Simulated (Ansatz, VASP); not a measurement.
Two plane-wave programs on Ta2Si

```
CELL_PARAMETERS angstrom
-3.06838 3.06838 2.51990
3.06838 -3.06838 2.51990
3.06838 3.06838 -2.51990
ATOMIC_POSITIONS crystal
Si 0.25000 0.25000 0.00000
Si 0.75000 0.75000 0.00000
Ta 0.66307 0.83693 0.50000
Ta 0.83693 0.33693 0.17387
Ta 0.33693 0.16307 0.50000
Ta 0.16307 0.66307 0.82613
```

Alike in both runs: functional PBEsol; k mesh 10 × 10 × 10; occupations gaussian, width 0.1 eV; no spin polarisation.

Ansatz relaxed the structure, and its values are those at the end. VASP's run is a single point on that final structure, the one shown.

```csv
,VASP,Ansatz
version,VASP 6.6.1,Ansatz 0.2.0
potentials or method,"VASP PAW PBE potentials, release 64 (Si, Ta_pv), cutoff 520 eV","scalar-relativistic, plane waves, PAW"
valence electrons in the cell,52,60
```

Ansatz gave:

* gap on the k mesh at the Fermi level (eV): none
* pressure (GPa): 0.0

Task: Which values does VASP return?

Result: gap on the k mesh at the Fermi level (eV): none; pressure (GPa): 0.3.

VASP's potentials were made for PBE, not for PBEsol. A gap of «none» marks a metal or a gap that the smearing closes. The functional is the same, so the differences come from potentials, cutoffs and numerics. VASP's potentials hold 52 valence electrons a cell and Ansatz's 60, so a difference there can come from the potentials and not from the codes.

Neither program's run includes spin-orbit coupling.
